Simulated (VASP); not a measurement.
Set up this calculation in VASP 6.6.1, as the native input.

| Property | Result |
| --- | --- |
| Task | single point |
| Functional | PBE |
| Potentials or basis | VASP PAW PBE potentials, release 64 (Y_sv, Ge_d) |
| Cutoff | 500 eV |
| k mesh | 7 × 7 × 7 |
| Occupations | methfessel-paxton, width 0.1 eV |
| Spin | no spin polarisation |
| Dipole correction | no |
| Further INCAR settings | ALGO = Normal; EDIFF = 1e-06; NBANDS = 32 |

The structure of Y3Ge lies in POSCAR:

```
Y3Ge
1.0
   -2.2653940000      2.2653940000      5.1970200000
    2.2653940000     -2.2653940000      5.1970200000
    2.2653940000      2.2653940000     -5.1970200000
Y Ge
3 1
Direct
    0.5000000000      0.5000000000      0.0000000000
    0.2500000000      0.7500000000      0.5000000000
    0.7500000000      0.2500000000      0.5000000000
    0.0000000000      0.0000000000      0.0000000000
```

The input as run:

INCAR

```
SYSTEM = Y3Ge
  PREC = Accurate
  ENCUT = 500
  EDIFF = 1E-6
  ISMEAR = 1
  SIGMA = 0.1
  LREAL = .FALSE.
  LASPH = .TRUE.
  NELM = 120
  ALGO = Normal
  ISIF = 2
  LWAVE = .FALSE.
  LCHARG = .FALSE.
  GGA = PE
  NBANDS = 32
  GGA_COMPAT = .FALSE.
```

KPOINTS

```
Automatic mesh
0
G
  7 7 7
  0 0 0
```

Potentials or basis: VASP PAW PBE potentials, release 64 (Y_sv, Ge_d).

Command:

```sh
$ cat potpaw_PBE.64/Y_sv/POTCAR potpaw_PBE.64/Ge_d/POTCAR > POTCAR
$ mpirun -np 1 vasp_std > vasp.out
```

Results of the run:

```
Pressure               : -0.3 GPa
Band gap on the k mesh : zero (an odd number of electrons rules out a gap without spin polarisation)
```

Run time: 100 s on 1 thread of Intel(R) Xeon(R) 6975P-C (Granite Rapids) (shared host), peak memory 0.41 GiB.
